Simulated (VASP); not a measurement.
# LiCl (Fm-3m) in VASP: a series of runs

The runs below take LiCl through single point, with PBE.

All numbers are computed with VASP 6.6.1; they aren't measurements. Logs are shortened: lines on timing, memory, paths and dates and some standing lists are left out, and cuts for length are marked.

## 1. The cell of the first run

Symmetry: Fm-3m, No. 225, cubic system. The conventional cell has a = 5.112 Å, b = 5.112 Å, c = 5.112 Å, α = 90.00°, β = 90.00°, γ = 90.00°. Within 3.4 Å of Li (site symmetry m-3m) lie 6 Cl at 2.56 Å. Cl (site symmetry m-3m) has 6 Li at 2.56 Å within 3.4 Å.

## 2. Single point, PBE

INCAR reads:

```
PREC = Accurate
ENCUT = 520
EDIFF = 1E-6
ISMEAR = 0
SIGMA = 0.01
LREAL = F
LASPH = T
NELM = 100
ALGO = Normal
ISIF = 2
LWAVE = F
LCHARG = F
GGA = PE
NBANDS = 12
```

KPOINTS reads:

```
Automatic mesh
0
Gamma
  4 4 4
```

POSCAR reads:

```
LiCl
1.0
    0.0000000000      2.5560397678      2.5560397678
    2.5560397678      0.0000000000      2.5560397678
    2.5560397678      2.5560397678      0.0000000000
Li Cl
1 1
Direct
    0.0000000000      0.0000000000      0.0000000000
    0.5000000000      0.5000000000      0.5000000000
```

Potentials or basis: VASP PAW PBE potentials, release 64 (Li_sv, Cl).

Run with:

```console
> cat potpaw_PBE.64/Li_sv/POTCAR potpaw_PBE.64/Cl/POTCAR > POTCAR
> mpirun -np 1 vasp_std > vasp.out
```

OUTCAR:

```text
PREC = Accurate
   ENCUT = 520
   EDIFF = 1E-6
   ISMEAR = 0
   LREAL = F
   LASPH = T
   NELM = 100
   ISIF = 2
   GGA = PE

 ion  position               nearest neighbor table
   1  0.000  0.000  0.000-   2 2.56   2 2.56   2 2.56   2 2.56   2 2.56   2 2.56
   2  0.500  0.500  0.500-   1 2.56   1 2.56   1 2.56   1 2.56   1 2.56   1 2.56

  LATTYP: Found a face centered cubic cell.
 ALAT       =     5.1120795356

  Lattice vectors:

 A1 = (   0.0000000000,   2.5560397678,   2.5560397678)
 A2 = (   2.5560397678,   0.0000000000,   2.5560397678)
 A3 = (   2.5560397678,   2.5560397678,   0.0000000000)

Analysis of symmetry for initial positions (statically):
=====================================================================
 Subroutine PRICEL returns:
 Original cell was already a primitive cell.

 Routine SETGRP: Setting up the symmetry group for a
 face centered cubic supercell.

 Subroutine GETGRP returns: Found 48 space group operations
 (whereof 48 operations were pure point group operations)
 out of a pool of 48 trial point group operations.

The static configuration has the point symmetry O_h .

Analysis of symmetry for dynamics (positions and initial velocities):
=====================================================================
 Subroutine PRICEL returns:
 Original cell was already a primitive cell.

 Routine SETGRP: Setting up the symmetry group for a
 face centered cubic supercell.

 Subroutine GETGRP returns: Found 48 space group operations
 (whereof 48 operations were pure point group operations)
 out of a pool of 48 trial point group operations.

The dynamic configuration has the point symmetry O_h .

 Subroutine INISYM returns: Found 48 space group operations
 (whereof 48 operations are pure point group operations),
 and found     1 'primitive' translations

----------------------------------------------------------------------------------------

                                     Primitive cell

  volume of cell :      33.3990

  direct lattice vectors                    reciprocal lattice vectors
     0.000000000  2.556039768  2.556039768    -0.195615110  0.195615110  0.195615110
     2.556039768  0.000000000  2.556039768     0.195615110 -0.195615110  0.195615110
     2.556039768  2.556039768  0.000000000     0.195615110  0.195615110 -0.195615110

  length of vectors
     3.614786106  3.614786106  3.614786106     0.338815309  0.338815309  0.338815309

[... 70 lines left out ...]
   ISYM   =      2    0-nonsym 1-usesym 2-fastsym
   POTIM  = 0.5000    time-step for ionic-motion
   TEBEG  =    0.0;   TEEND  =   0.0 temperature during run
   PSTRESS=    0.0 pullay stress
   NELECT =      10.0000    total number of electrons
   NUPDOWN=      -1.0000    fix difference up-down
   EMIN   =  10.00;   EMAX   =-10.00  energy-range for DOS
   EFERMI =   0.00;   METHOD = LEGACY
   ISMEAR =     0;   SIGMA  =   0.01  broadening in eV -4-tet -1-fermi 0-gaus
   EFERMI_NEDOS =   21; number of points for ismear=-14 and -15
   IALGO  =     38    algorithm
   IMIX   =      4    mixing-type and parameters
     AMIX     =   0.40;   BMIX     =  1.00
     AMIX_MAG =   1.60;   BMIX_MAG =  1.00
  volume/ion in A,a.u.               =      16.70       112.69
  Fermi-wavevector in a.u.,A,eV,Ry     =   1.095210  2.069646 16.319970  1.199484
  Thomas-Fermi vector in A             =   2.231529
   LORBIT       =      0    0 simple, 1 ext, 2 COOP (PROOUT), +10 PAW based schemes
   GGA     = PE    functional components
   LHFCALC =     F    Hartree Fock is set to
   AEXX    =    0.0000 exact exchange contribution
   IVDW    =     0    specifies the selected vdW correction
   LEPSILON=     F    determine dielectric tensor
   LRPA    =     F    only Hartree local field effects (RPA)
 non-spin polarized calculation
 Gauss-broadening in eV      SIGMA  =   0.01
  energy-cutoff  :      520.00
  volume of cell :       33.40
 maximum number of plane-waves:       934
 NGX is ok and might be reduce to    28
   NGX = 13   NGY = 13   NGZ = 13

 number of electron      10.0000003 magnetization

 Free energy of the ion-electron system (eV)
  ---------------------------------------------------
  ext. energy  EPLUGINS =         0.00000000
  ---------------------------------------------------
  free energy    TOTEN  =        -7.37774857 eV

  energy without entropy =       -7.37774857  energy(sigma->0) =       -7.37774857

 E-fermi :   0.8639     XC(G=0):  -8.7725

 val. band max:        0.6633416441   @ k =   0.0000   0.0000   0.0000
 cond. band min:       7.0607126149   @ k =   0.0000   0.0000   0.0000
 fundamental gap:      6.3973709708
 Fermi energy:         0.8638574439

 k-point     1 :       0.0000    0.0000    0.0000
  band No.  band energies     occupation
      1     -42.8525      2.00000
      2     -12.7689      2.00000
      3       0.6633      2.00000
      4       0.6633      2.00000
      5       0.6633      2.00000
      6       7.0607      0.00000
      7      12.6067      0.00000
      8      12.6067      0.00000
      9      12.6067      0.00000
     10      15.2481      0.00000
     11      15.2482      0.00000
     12      15.2507      0.00000
[... 91 lines left out ...]
 k-point     8 :      -0.2500    0.5000    0.2500
  band No.  band energies     occupation
      1     -42.8487      2.00000
      2     -11.9427      2.00000
      3      -1.4930      2.00000
      4      -1.4930      2.00000
      5      -0.4129      2.00000
      6      10.2566      0.00000
      7      10.8305      0.00000
      8      11.1348      0.00000
      9      11.1348      0.00000
     10      16.6802      0.00000
     11      16.6802      0.00000
     12      19.3698      0.00000

------------------------ aborting loop because EDIFF is reached ----------------------------------------

  FORCE on cell =-STRESS in cart. coord.  units (eV):
  Direction    XX          YY          ZZ          XY          YZ          ZX
  --------------------------------------------------------------------------------------
  -------------------------------------------------------------------------------------
  Total        0.1560318      0.1560318      0.1560318     -0.0000000      0.0000000     -0.0000000
  in kB        7.4849864      7.4849864      7.4849864     -0.0000000      0.0000000     -0.0000000
  external PRESSURE =       7.4849864 kB  Pullay stress =       0.0000000 kB

 VOLUME and BASIS-vectors are now :
 -----------------------------------------------------------------------------
  energy-cutoff  :      520.00
  volume of cell :       33.40
      direct lattice vectors                 reciprocal lattice vectors
     0.000000000  2.556039768  2.556039768    -0.195615110  0.195615110  0.195615110
     2.556039768  0.000000000  2.556039768     0.195615110 -0.195615110  0.195615110
     2.556039768  2.556039768  0.000000000     0.195615110  0.195615110 -0.195615110

 POSITION                                       TOTAL-FORCE (eV/Angst)
 -----------------------------------------------------------------------------------
      0.00000      0.00000      0.00000         0.000000      0.000000      0.000000
      2.55604      2.55604      2.55604        -0.000000     -0.000000     -0.000000
 -----------------------------------------------------------------------------------
    total drift:                                0.000000      0.000000      0.000000

  FREE ENERGIE OF THE ION-ELECTRON SYSTEM (eV)
  ---------------------------------------------------
  free  energy   TOTEN  =        -7.3777485725 eV

  energy  without entropy=       -7.3777485725  energy(sigma->0) =       -7.37774857
```

It took 11 s on 1 thread of AMD EPYC 7R13, shared host; peak memory 0.11 GiB.

Results:

```
Free energy            : -7.3777 eV
Band gap on the k mesh : 6.40 eV, direct
```

Caveat: the k points lie up to 0.53 Å⁻¹ apart; the cutoff is under 1.25 times the usual one of these potentials, so pressure, stress and relaxed cells hold a basis-set (Pulay) error. PBE gaps usually lie below the measured ones, often by a third to a half.

## 3. Single point, PBE (volume changed by -5%)

INCAR reads:

```
SYSTEM = LiCl
PREC = Accurate ; ENCUT = 520
EDIFF = 1E-6 ; ISMEAR = 0
SIGMA = 0.01 ; LREAL = .FALSE.
LASPH = .TRUE. ; NELM = 80
ALGO = Normal ; ISIF = 2
LWAVE = .FALSE. ; LCHARG = .TRUE.
GGA = PE ; LELF = .TRUE.
LVHAR = .TRUE. ; NBANDS = 12
```

KPOINTS reads:

```
regular mesh
0
G
  4 4 4
  0 0 0
```

POSCAR reads:

```
LiCl
1.0
    0.0000000000      2.5127086889      2.5127086889
    2.5127086889      0.0000000000      2.5127086889
    2.5127086889      2.5127086889      0.0000000000
Li Cl
1 1
Direct
    0.0000000000      0.0000000000      0.0000000000
    0.5000000000      0.5000000000      0.5000000000
```

Potentials or basis: VASP PAW PBE potentials, release 64 (Li_sv, Cl).

Run with:

```console
> cat potpaw_PBE.64/Li_sv/POTCAR potpaw_PBE.64/Cl/POTCAR > POTCAR
> mpirun -np 1 vasp_std > vasp.out
```

It took 14 s on 1 thread of AMD EPYC 7R13, shared host; peak memory 0.11 GiB.

It converged, with:

| Item | Value |
| --- | --- |
| Free energy | -7.3589 eV |
| Band gap on the k mesh | 6.71 eV, direct |

Levels at points of the mesh, in eV from the valence-band top:
| k point | band 2 | band 3 | band 4 | band 5 | band 6 | band 7 | band 8 | band 9 |
| --- | --- | --- | --- | --- | --- | --- | --- | --- |
| (0.00, 0.00, 0.00) | -13.62 | 0.00 | 0.00 | 0.00 | 6.71 | 11.98 | 11.98 | 11.98 |
| (0.50, 0.00, 0.00) | -12.97 | -3.07 | -0.28 | -0.28 | 6.82 | 9.52 | 9.52 | 13.63 |
| (0.50, 0.50, 0.00) | -12.68 | -3.19 | -1.22 | -1.22 | 8.02 | 8.19 | 12.98 | 14.60 |

Caveat: the k points lie up to 0.54 Å⁻¹ apart; the cutoff is under 1.25 times the usual one of these potentials, so pressure, stress and relaxed cells hold a basis-set (Pulay) error. A k mesh can miss the band edges.

(Part 1 of 2 ends here.)
